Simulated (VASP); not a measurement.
Input of a VASP 6.6.1 run:

Contents of INCAR:

```
PREC     = Accurate       # precision mode
ENCUT    = 600            # plane-wave cutoff, eV
EDIFF    = 1E-6           # SCF threshold, eV
ISMEAR   = 0              # smearing method
SIGMA    = 0.1            # smearing width, eV
LREAL    = F              # projectors in reciprocal space
LASPH    = T              # aspherical terms in the spheres
NELM     = 100            # most SCF steps
ALGO     = Normal         # electronic algorithm
ISIF     = 3              # what is computed and relaxed
LWAVE    = F              # write WAVECAR
LCHARG   = F              # write CHGCAR
GGA      = PE             # functional
IBRION   = 2              # ionic algorithm
NSW      = 90             # ionic steps
EDIFFG   = -0.04          # ionic threshold
```

The input KPOINTS:

```
regular mesh
0
Gamma
  4 4 4
```

Contents of POSCAR:

```
Zn3Bi2
1.0
    4.7395465000      0.0000000000      0.0000000000
    0.0000000000      4.7395465000      0.0000000000
    0.0000000000      0.0000000000      4.7395465000
Zn Bi
3 2
Direct
    0.5000000000      0.0000000000      0.0000000000
    0.0000000000      0.5000000000      0.0000000000
    0.0000000000      0.0000000000      0.5000000000
    0.5000000000      0.5000000000      0.5000000000
    0.0000000000      0.0000000000      0.0000000000
```

Potentials or basis: VASP PAW PBE potentials, release 64 (Zn, Bi_d).

Launch:

```bash
$ cat potpaw_PBE.64/Zn/POTCAR potpaw_PBE.64/Bi_d/POTCAR > POTCAR
$ mpirun -np 1 vasp_std > vasp.out
```

(1) What does it give for the band gap on the k mesh?

(2) What does it give for the relaxed volume?

(3) Predict the space group after relaxing (to 0.05 Å).

(4) Estimate the relaxed cell.

Results:

(1) zero (band 33 reaches 2.94 eV, above the bottom of band 34 at 2.59 eV).

(2) 30.16 Å³/atom.

(3) Pm-3m (No. 221).

(4) a = 5.323 Å, b = 5.323 Å, c = 5.323 Å, α = 90.00°, β = 90.00°, γ = 90.00°.

Caveat: the volume moved by over 15 % at a fixed basis, so the end points are rough; spin-orbit coupling is left out, which moves the levels of the heavy elements.
